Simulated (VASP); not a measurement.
## Re: single point with LDA

Crystal: Re.

```
Re
1.0
     2.77673    0.00000    0.00000
    -1.38836    2.40471    0.00000
     0.00000    0.00000    8.95055
Re
4
Direct
  0.00000 0.00000 0.00000
  0.33333 0.66667 0.25000
  0.00000 0.00000 0.50000
  0.66667 0.33333 0.75000
```

```json
{
  "Program": "VASP 6.6.1",
  "Task": "single point",
  "Functional": "LDA",
  "Potentials or basis": "VASP PAW LDA potentials, release 64 (Re)",
  "Cutoff": "600 eV",
  "k mesh": "18 × 18 × 6",
  "Occupations": "gaussian, width 0.1 eV",
  "Spin": "no spin polarisation"
}
```

```yaml
Pressure: -14.4 GPa
Band_gap_on_the_k_mesh: zero (bands 14 and 15 overlap by 2.54 eV)
```

Stress tensor (GPa, compression positive):
```
-14.18   0.00   0.00
  0.00 -14.18   0.00
  0.00   0.00 -14.93
```

Levels at points of the mesh, in eV from the Fermi level:
```csv
k point,band 11,band 12,band 13,band 14,band 15,band 16,band 17,band 18
"(0.00, 0.00, 0.00)",-1.61,-1.24,-1.24,-1.13,-1.13,0.57,0.57,0.62
"(0.50, 0.00, 0.00)",-0.80,0.27,0.27,1.21,2.17,3.77,3.79,3.94
"(0.00, 0.00, 0.50)",-1.46,-1.46,-1.46,-1.46,-1.03,-1.03,1.10,1.10
"(0.50, 0.00, 0.50)",-0.61,-0.61,0.30,0.30,2.63,2.63,3.84,3.84
```

Run time: 8.3 min on 1 thread of Oxide Virtual Turin-like Processor (shared host), peak memory 0.27 GiB.

Caveat: the cell stands under tension; spin-orbit coupling is left out, which moves the levels of the heavy elements.
